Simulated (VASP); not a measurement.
Input of a VASP 6.6.1 run:

File POSCAR:

```
Si16Ag
1.0
    0.0000000000      5.4437023800     -5.4437023800
    5.4437023800      5.4437023800      0.0000000000
    5.4437023800      0.0000000000     -5.4437023800
Si Ag
16 1
Direct
    0.1296171155      0.1433136762      0.1300486233
    0.1318093735      0.5992913962      0.1305297297
    0.5890429484      0.1440279878      0.1303885574
    0.6355168337      0.6487174084      0.0734861078
    0.1039782230      0.1167904591      0.6681545474
    0.1321416841      0.6295529698      0.6139400663
    0.6181793686      0.1430589782      0.6133712439
    0.6167377945      0.6291165021      0.6140014216
    0.2741718587      0.7427347635      0.2417626659
    0.2276891559      0.2377192781      0.2987797434
    0.7338803118      0.7432906352      0.2418504738
    0.7316610501      0.2868821421      0.2413109513
    0.2452291486      0.7434360326      0.7584429147
    0.2466627318      0.2577441605      0.7578139310
    0.7590247797      0.7698541741      0.7041619347
    0.7307046239      0.2573001612      0.7581254837
   -0.0674015540     -0.0564760853      0.1840993372
```

Contents of INCAR.step1:

```
ALGO = Normal
EDIFF = 1E-4
ENCUT = 520
GGA = PE
ISMEAR = 0
LASPH = T
LCHARG = F
LREAL = Auto
LWAVE = T
NBANDS = 52
NELECT = 74.0
NELM = 100
PREC = Accurate
SIGMA = 0.02
```

INCAR.step2

```
ALGO = Normal
EDIFF = 1E-7
ENCUT = 520
ISIF = 2
ISMEAR = 0
ISTART = 1
LASPH = T
LCHARG = F
LMIXTAU = T
LREAL = Auto
LWAVE = F
METAGGA = R2SCAN
NBANDS = 52
NELECT = 74.0
NELM = 100
PREC = Accurate
SIGMA = 0.02
```

KPOINTS

```
k-points
0
Gamma
  2 2 2
```

Potentials or basis: VASP PAW PBE potentials, release 64 (Si, Ag).

Launch:

```console
$ cat potpaw_PBE.64/Si/POTCAR potpaw_PBE.64/Ag/POTCAR > POTCAR
$ cp INCAR.step1 INCAR
$ mpirun -np 1 vasp_std > vasp.out
$ cp INCAR.step2 INCAR
$ mpirun -np 1 vasp_std > vasp.out
```

(1) Predict the largest force.

Results:

(1) 0.021 eV/Å.

Caveat: the k points lie up to 0.50 Å⁻¹ apart; the cell carries a net charge on a neutralising background, which shifts energy and pressure; the PAW data sets were made with another functional, which shifts forces and pressure a little.
